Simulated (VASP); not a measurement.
# SiC: single point with r2SCAN

The system is SiC.

```
Si C
1.0
     3.06055    0.15334   -0.08589
    -1.39748    2.57301    0.04685
    -0.14100    0.00739    5.09781
Si C
2 2
Direct
  0.33111 0.66594 0.00370
  0.66427 0.32998 0.50409
  0.33209 0.66675 0.37858
  0.67253 0.33733 0.88364
```

| Item | Value |
| --- | --- |
| Program | VASP 6.6.1 |
| Task | single point |
| Functional | r2SCAN |
| Potentials or basis | VASP PAW PBE potentials, release 64 (Si, C) |
| Cutoff | 520 eV |
| k mesh | 12 × 12 × 4 |
| Occupations | gaussian, width 0.05 eV |
| Spin | no spin polarisation |
| Dipole correction | no |
| Further INCAR settings | ALGO = Normal; EDIFF = 1e-06; NBANDS = 16 |

```
Pressure               : 2.2 GPa
Largest force          : 1.320 eV/Å
Band gap on the k mesh : 1.85 eV (least direct gap 4.18 eV)
```

Forces on the atoms (eV/Å):
```
Si  -0.170  0.287  0.316
Si   1.130 -0.186  0.444
C   -1.286  0.257 -0.158
C    0.325 -0.358 -0.602
```

Stress tensor (GPa, compression positive):
```
  5.61 -24.59  10.00
-24.59   6.64   0.14
 10.00   0.14  -5.70
```

Levels at points of the mesh, in eV from the valence-band top:
```
           k point  band 5  band 6  band 7  band 8  band 9  band 10  band 11  band 12
(0.00, 0.00, 0.00)   -1.32   -0.77   -0.54    0.00    4.41     5.75     6.65     7.26
(0.50, 0.00, 0.00)   -6.20   -3.84   -2.92   -1.00    4.16     4.31     7.64     8.79
(0.00, 0.50, 0.00)   -5.99   -4.03   -3.43   -1.70    3.00     4.11     6.33     8.17
(0.50, 0.50, 0.00)   -5.57   -4.61   -3.64   -2.33    1.85     3.81     5.98     6.62
(0.00, 0.00, 0.50)   -1.75   -1.24   -0.88   -0.54    5.14     5.57     7.18     7.43
(0.50, 0.00, 0.50)   -3.42   -2.78   -2.21   -2.01    3.08     3.87     5.87     6.29
(0.00, 0.50, 0.50)   -3.20   -3.00   -2.83   -2.55    3.23     3.34     5.29     5.44
(0.50, 0.50, 0.50)   -3.78   -3.59   -3.08   -2.38    2.54     2.77     4.56     5.79
```

Run time: 12 min on 1 thread of AMD EPYC 7R43 64-Core Processor (Zen 3), with other jobs on the host, peak memory 0.24 GiB.

Caveat: the PAW data sets were made with another functional, which shifts forces and pressure a little. A k mesh can miss the band edges.
